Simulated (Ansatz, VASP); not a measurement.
One calculation of HfGe3, two programs

Contents of INCAR:

```
PREC = Accurate
ENCUT = 520
EDIFF = 1E-6
ISMEAR = 0
SIGMA = 0.05
LREAL = False
LASPH = True
NELM = 60
ALGO = Normal
ISIF = 2
LWAVE = False
LCHARG = True
GGA = PE
LELF = True
LVHAR = True
NBANDS = 34
```

The input KPOINTS:

```
regular mesh
0
Gamma
  8 8 8
```

File POSCAR:

```
HfGe3
1.0
    4.1327696740      0.0000000000      0.0000000000
    0.0000000000      4.1327696740      0.0000000000
    0.0000000000      0.0000000000      4.1327696740
Hf Ge
1 3
Direct
    0.0000000000      0.0000000000      0.0000000000
    0.0000000000      0.5000000000      0.5000000000
    0.5000000000      0.5000000000      0.0000000000
    0.5000000000      0.0000000000      0.5000000000
```

Input for Ansatz:

```yaml
crystal:
  lattice:
    - [4.132769674, 0.0, 0.0]
    - [0.0, 4.132769674, 0.0]
    - [0.0, 0.0, 4.132769674]
  atoms:
    - { symbol: Hf, position: [0.0, 0.0, 0.0] }
    - { symbol: Ge, position: [0.0, 0.5, 0.5] }
    - { symbol: Ge, position: [0.5, 0.5, 0.0] }
    - { symbol: Ge, position: [0.5, 0.0, 0.5] }
basis:
  ecutwfc: 420
  ecutrho_ratio: 4
kpoints:
  mp_grid: { grid: [8, 8, 8] }
hamiltonian:
  xc: pbe
scf:
  occupations: { method: gaussian, width: 0.05 }
output:
  forces: true
  stress: true
  eigenvalues: true
```

Alike in both runs: task single point; functional PBE; k mesh 8 × 8 × 8; occupations gaussian, width 0.05 eV; no spin polarisation.

|  | VASP | Ansatz |
| --- | --- | --- |
| version | VASP 6.6.1 | Ansatz 0.2.0 |
| potentials or method | VASP PAW PBE potentials, release 64 (Hf_pv, Ge_d), cutoff 520 eV | scalar-relativistic, plane waves, PAW |
| valence electrons in the cell | 52 | 68 |

|  | VASP | Ansatz | Ansatz less VASP |
| --- | --- | --- | --- |
| gap on the k mesh at the Fermi level (eV) | none | none | - |
| pressure (GPa) | 3.8 | 4.1 | +0.28 |

A gap of «none» marks a metal or a gap that the smearing closes. The functional is the same, so the differences come from potentials, cutoffs and numerics. VASP's potentials hold 52 valence electrons a cell and Ansatz's 68, so a difference there can come from the potentials and not from the codes.

Spin-orbit coupling is off throughout.
